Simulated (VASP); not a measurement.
# Au (P6_3/mmc) in VASP: notebook, part 2 of 2

VASP 6.6.1. The steps go on from the part before.

## Step 5: Single point, PBEsol

This run uses another cell than the first one, of 13.29 Å³/atom, 1.345 times its volume.

Contents of INCAR:

```
PREC = Accurate
ENCUT = 520
EDIFF = 1E-7
ISMEAR = -1
SIGMA = 0.05
LREAL = F
LASPH = T
NELM = 60
ALGO = Normal
ISIF = 2
LWAVE = F
LCHARG = F
GGA = PS
NBANDS = 18
```

Contents of KPOINTS:

```
Automatic mesh
0
Gamma
  15 15 8
```

Contents of POSCAR:

```
Au
1.0
    2.6483991987      0.0000000000      0.0000000000
   -1.3241995993      2.2935809854      0.0000000000
    0.0000000000      0.0000000000      4.3752138505
Au
2
Direct
    0.3333333333      0.6666666667      0.2500000000
    0.6666666667      0.3333333333      0.7500000000
```

Potentials or basis: VASP PAW PBE potentials, release 64 (Au).

Run with:

```bash
$ cat potpaw_PBE.64/Au/POTCAR > POTCAR
$ mpirun -np 1 vasp_std > vasp.out
```

OUTCAR:

```text
PREC = Accurate
   ENCUT = 520
   EDIFF = 1E-7
   ISMEAR = -1
   LREAL = F
   LASPH = T
   NELM = 60
   ISIF = 2
   GGA = PS

 ion  position               nearest neighbor table
   1  0.333  0.667  0.250-   2 2.67   2 2.67   2 2.67   2 2.67   2 2.67   2 2.67
   2  0.667  0.333  0.750-   1 2.67   1 2.67   1 2.67   1 2.67   1 2.67   1 2.67

  LATTYP: Found a hexagonal cell.
 ALAT       =     2.6483991987
 C/A-ratio  =     1.6520220413

  Lattice vectors:

 A1 = (   2.6483991987,   0.0000000000,   0.0000000000)
 A2 = (  -1.3241995993,   2.2935809854,   0.0000000000)
 A3 = (   0.0000000000,   0.0000000000,   4.3752138505)

Analysis of symmetry for initial positions (statically):
=====================================================================
 Subroutine PRICEL returns:
 Original cell was already a primitive cell.

 Routine SETGRP: Setting up the symmetry group for a
 hexagonal supercell.

 Subroutine GETGRP returns: Found 24 space group operations
[... 155 lines left out ...]
   NGX =  9   NGY =  9   NGZ = 17

 number of electron      21.9999998 magnetization

 Free energy of the ion-electron system (eV)
  ---------------------------------------------------
  ext. energy  EPLUGINS =         0.00000000
  ---------------------------------------------------
  free energy    TOTEN  =        -6.30463079 eV

  energy without entropy =       -6.30201838  energy(sigma->0) =       -6.30332459

 E-fermi :  14.1365     XC(G=0): -14.4001

 val. band max:       14.1014605048   @ k =   0.4667   0.0667   0.2500
 cond. band min:      14.2279020435   @ k =   0.1333   0.1333   0.2500
 fundamental gap:      0.1264415387
 Fermi energy:        14.1365087708

 k-point     1 :       0.0000    0.0000    0.0000
  band No.  band energies     occupation
      1       1.1690      2.00000
      2       3.9914      2.00000
      3       7.6238      2.00000
      4       7.9016      2.00000
      5       7.9016      2.00000
      6       8.4328      2.00000
[... 481 lines left out ...]
      5       7.6625      2.00000
      6       7.9531      2.00000
[... 10 lines left out ...]
     17      27.8186      0.00000
     18      28.9605      0.00000

 [... further k-points ...]
[... 5 lines left out ...]
  --------------------------------------------------------------------------------------
  -------------------------------------------------------------------------------------
  Total       14.3590812     14.3590812     14.3521295      0.0000000      0.0000000      0.0000000
  in kB      865.6461860    865.6461860    865.2271040      0.0000000      0.0000000      0.0000000
  external PRESSURE =     865.5064920 kB  Pullay stress =       0.0000000 kB

 VOLUME and BASIS-vectors are now :
 -----------------------------------------------------------------------------
  energy-cutoff  :      520.00
  volume of cell :       26.58
      direct lattice vectors                 reciprocal lattice vectors
     2.648399199  0.000000000  0.000000000     0.377586582  0.217999714  0.000000000
    -1.324199599  2.293580985  0.000000000     0.000000000  0.435999429  0.000000000
     0.000000000  0.000000000  4.375213850     0.000000000  0.000000000  0.228560257

 POSITION                                       TOTAL-FORCE (eV/Angst)
 -----------------------------------------------------------------------------------
     -0.00000      1.52905      1.09380        -0.000000      0.000000      0.000000
      1.32420      0.76453      3.28141         0.000000     -0.000000      0.000000
 -----------------------------------------------------------------------------------
    total drift:                               -0.000000      0.000000     -0.000000

  FREE ENERGIE OF THE ION-ELECTRON SYSTEM (eV)
  ---------------------------------------------------
  free  energy   TOTEN  =        -6.3046307878 eV

  energy  without entropy=       -6.3020183843  energy(sigma->0) =       -6.30332459
```

stdout:

```text
POSCAR found type information on POSCAR Au
 POSCAR found :  1 types and       2 ions
 scaLAPACK will be used
 -----------------------------------------------------------------------------
|                                                                             |
|                                                                             |
|     You enforced a specific xc type in the INCAR file but a different       |
|     I HOPE YOU KNOW WHAT YOU ARE DOING!                                     |
|                                                                             |
 -----------------------------------------------------------------------------

 LDA part: xc-table for (Slater+PW92), standard interpolation
 POSCAR, INCAR and KPOINTS ok, starting setup
 FFT: planning ... GRIDC
 FFT: planning ... GRID_SOFT
 FFT: planning ... GRID
 WAVECAR not read
 entering main loop
```

Wall time 42 s (1 thread of Intel Xeon 6975P-C, shared host); peak memory 0.18 GiB.

What came out:

```
Free energy            : -6.3046 eV
Pressure               : 86.6 GPa
Band gap on the k mesh : zero (band 11 reaches 19.38 eV, above the bottom of band 12 at 10.87 eV)
```

Levels at points of the mesh, in eV from the Fermi level:
| k point | band 7 | band 8 | band 9 | band 10 | band 11 | band 12 | band 13 | band 14 | band 15 | band 16 |
| --- | --- | --- | --- | --- | --- | --- | --- | --- | --- | --- |
| (0.00, 0.00, 0.00) | -5.70 | -4.81 | -4.81 | -2.58 | -2.58 | -2.47 | 4.32 | 13.86 | 15.63 | 16.74 |
| (0.00, 0.00, 0.50) | -6.31 | -6.31 | -3.27 | -3.27 | -3.27 | -3.27 | 12.39 | 12.39 | 14.75 | 14.75 |

Caveat: the PAW data sets were made with another functional, which shifts forces and pressure a little; spin-orbit coupling is left out, which moves the levels of the heavy elements.

## Step 6: Summary

| cell | gap on the mesh (eV) | pressure (GPa) |
| --- | --- | --- |
| a = 2.401, b = 2.401, c = 3.959 Å, angles 90.0, 90.0, 120.0°, 2 atoms | none | 426.0 |
| a = 2.531, b = 2.531, c = 4.176 Å, angles 90.0, 90.0, 120.0°, 2 atoms | none | 196.9 |
| a = 2.648, b = 2.648, c = 4.375 Å, angles 90.0, 90.0, 120.0°, 2 atoms | none | 86.6 |

Alike in all rows: task single point; level PBEsol; potentials or basis VASP PAW PBE potentials, release 64 (Au); no spin polarisation; k mesh 15 × 15 × 8; cutoff (eV) 520; smearing fermi-dirac 0.05 eV.

Caveats: the PAW data sets were made with another functional, which shifts forces and pressure a little; spin-orbit coupling is left out, which moves the levels of the heavy elements.

Total energies depend on the potentials used, so only differences within one code and one set of settings carry meaning.
